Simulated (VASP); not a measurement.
The system is ZnF2.

```xyz
6
Lattice="4.8000 0.0000 0.0000 0.0000 4.8000 0.0000 0.0000 0.0000 3.1755" Properties=species:S:1:pos:R:3 pbc="T T T"
Zn    0.0000    0.0000    0.0000
Zn    2.4000    2.4000    1.5877
F     1.4611    1.4611    0.0000
F     0.9390    3.8611    1.5877
F     3.3390    3.3390    0.0000
F     3.8611    0.9390    1.5877
```

| Property | Result |
| --- | --- |
| Program | VASP 6.6.1 |
| Task | relaxation of cell and atoms |
| Functional | LDA |
| Potentials or basis | VASP PAW LDA potentials, release 64 (Zn, F) |
| Cutoff | 600 eV |
| k mesh | 6 × 6 × 8 |
| Occupations | fermi-dirac, width 0.02 eV |
| Spin | no spin polarisation |

At the start: pressure -10.2 GPa; volume 12.19 Å³/atom.

Problem. Where does the relaxation end?

Solution. Over 13 steps the energy falls by 38.4 meV/atom and the volume is 11.08 Å³/atom (-9.2 %); space group P4_2/mnm (No. 136, to 0.1 Å) before and after.

Step by step:
| step | energy change (eV) | largest force (eV/Å) | pressure (GPa) | volume (Å³) |
| --- | --- | --- | --- | --- |
| 1 | 0.0000 | 0.1042 | -10.17 | 73.16 |
| 2 | -0.2089 | 0.1937 | 3.20 | 65.27 |
| 3 | -0.2242 | 0.1213 | -0.10 | 66.75 |
| 4 | -0.2282 | 0.0665 | -0.08 | 66.62 |
| 5 | -0.2299 | 0.0457 | 0.16 | 66.34 |
| 6 | -0.2303 | 0.0120 | 0.11 | 66.42 |
| 7 | -0.2303 | 0.0088 | 0.08 | 66.43 |
| 8 | -0.2303 | 0.0071 | -0.09 | 66.49 |
| 9 | -0.2303 | 0.0066 | -0.09 | 66.51 |
| 10 | -0.2303 | 0.0058 | -0.17 | 66.53 |
| 11 | -0.2303 | 0.0061 | -0.14 | 66.51 |
| 12 | -0.2304 | 0.0021 | -0.06 | 66.49 |
| 13 | -0.2304 | 0.0018 | -0.01 | 66.46 |

Final structure:
```
Zn F
1.0
     4.63233    0.00000    0.00000
     0.00000    4.63233    0.00000
     0.00000    0.00000    3.09719
Zn F
2 4
Direct
  0.00000 0.00000 0.00000
  0.50000 0.50000 0.50000
  0.30328 0.30328 0.00000
  0.19672 0.80328 0.50000
  0.69672 0.69672 0.00000
  0.80328 0.19672 0.50000
```
